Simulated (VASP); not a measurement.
The system is Ba.

```xyz
1
Lattice="4.0441 0.0000 0.0000 0.0000 4.0441 0.0000 0.0000 0.0000 4.0441" Properties=species:S:1:pos:R:3 pbc="T T T"
Ba    0.0000    0.0000    0.0000
```

Base run:

* Program: VASP 6.6.1
* Functional: revPBE
* Potentials or basis: VASP PAW PBE potentials, release 64 (Ba_sv)
* Cutoff: 520 eV
* k mesh: 9 × 9 × 9
* Occupations: fermi-dirac, width 0.1 eV
* Spin: no spin polarisation

Its results: band gap on the k mesh 0.13 eV, direct; pressure 0.1 GPa.

Q: The run is repeated on the same cell with these changes: k mesh from 9 × 9 × 9 to 8 × 8 × 8. What comes out?

A: Band gap on the k mesh zero (filled and empty bands touch); pressure 0.1 GPa.

Caveats: the PAW data sets were made with another functional, which shifts forces and pressure a little; spin-orbit coupling is left out, which moves the levels of the heavy elements.

A k mesh can miss the band edges.
